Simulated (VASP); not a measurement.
Input of a VASP 6.6.1 run:

Contents of INCAR:

```
SYSTEM = PbS
PREC     = Accurate       ! precision mode
ENCUT    = 520            ! plane-wave cutoff, eV
EDIFF    = 1E-6           ! SCF threshold, eV
ISMEAR   = -1             ! smearing method
SIGMA    = 0.05           ! smearing width, eV
LREAL    = .False.        ! projectors in reciprocal space
LASPH    = .True.         ! aspherical terms in the spheres
NELM     = 60             ! most SCF steps
ALGO     = Normal         ! electronic algorithm
ISIF     = 2              ! what is computed and relaxed
LWAVE    = .False.        ! write WAVECAR
LCHARG   = .False.        ! write CHGCAR
GGA      = PE             ! functional
NBANDS   = 28             ! bands
```

File KPOINTS:

```
regular mesh
0
Gamma
  6 6 3
  0 0 0
```

File POSCAR:

```
PbS
1.0
    2.9435334114     -2.9425795515      0.0000000000
    2.9435334114      2.9425795515      0.0000000000
   -1.0838293676      0.0000000000     11.0169056232
Pb S
2 2
Direct
    0.7736346200      0.7736346200      0.6277889900
    0.2263653800      0.2263653800      0.3722110100
    0.2704879500      0.2704879500      0.6102676200
    0.7295120500      0.7295120500      0.3897323800
```

Potentials or basis: VASP PAW PBE potentials, release 64 (Pb_d, S).

Run with:

```bash
$ cat potpaw_PBE.64/Pb_d/POTCAR potpaw_PBE.64/S/POTCAR > POTCAR
$ mpirun -np 1 vasp_std > vasp.out
```

Problem. What does it give for the largest force?

Solution. 0.449 eV/Å.

Problem. What does it give for the band gap on the k mesh?

Solution. 1.95 eV (least direct gap 2.06 eV).

Forces on the atoms (eV/Å):
```
Pb   0.000  0.000  0.449
Pb   0.000  0.000 -0.449
S   -0.003  0.000  0.387
S    0.003  0.000 -0.387
```

Caveat: spin-orbit coupling is left out, which moves the levels of the heavy elements.
